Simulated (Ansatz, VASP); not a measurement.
**One calculation of BN, two programs**

File INCAR:

```
SYSTEM = BN
PREC = Accurate ; ENCUT = 520
EDIFF = 1E-6 ; ISMEAR = 0
SIGMA = 0.01 ; LREAL = .FALSE.
LASPH = .TRUE. ; NELM = 100
ALGO = Normal ; ISIF = 2
LWAVE = .FALSE. ; LCHARG = .FALSE.
GGA = PS ; NBANDS = 16
```

File KPOINTS:

```
Automatic mesh
0
G
  18 18 4
  0 0 0
```

The input POSCAR:

```
BN
1.0
    2.4982400000      0.0000000000      0.0000000000
   -1.2491200000      2.1635393048      0.0000000000
    0.0000000000      0.0000000000      6.6357000000
B N
2 2
Direct
    0.3333333333      0.6666666667      0.2500000000
    0.6666666667      0.3333333333      0.7500000000
    0.3333333333      0.6666666667      0.7500000000
    0.6666666667      0.3333333333      0.2500000000
```

Input for Ansatz:

```yaml
crystal:
  lattice:
    a: 2.49824
    b: 2.49824
    c: 6.6357
    alpha: 90.0
    beta: 90.0
    gamma: 120.0
  atoms:
    - { symbol: B, position: [0.3333333333333333, 0.6666666666666666, 0.25] }
    - { symbol: B, position: [0.6666666666666666, 0.3333333333333333, 0.75] }
    - { symbol: "N", position: [0.3333333333333333, 0.6666666666666666, 0.75] }
    - { symbol: "N", position: [0.6666666666666666, 0.3333333333333333, 0.25] }
basis:
  ecutwfc: 435.382179935808
kpoints:
  mp_grid:
    grid: [18, 18, 4]
hamiltonian:
  xc: pbesol
  pseudopotentials:
    kind: paw
scf:
  occupations:
    method: fixed
output:
  eigenvalues: true
```

Alike in both runs: task single point; functional PBEsol; k mesh 18 × 18 × 4; no spin polarisation.

|  | VASP | Ansatz |
| --- | --- | --- |
| version | VASP 6.6.1 | Ansatz 0.2.0 |
| potentials or method | VASP PAW PBE potentials, release 64 (B, N), cutoff 520 eV | plane waves, PAW |
| occupations | gaussian, width 0.01 eV | fixed |
| valence electrons in the cell | 16 | 16 |

Ansatz gave:

* gap on the k mesh at the Fermi level (eV): 4.15

Task: What did VASP give for the same quantities?

Result: gap on the k mesh at the Fermi level (eV): 4.14.

VASP's potentials were made for PBE, not for PBEsol.
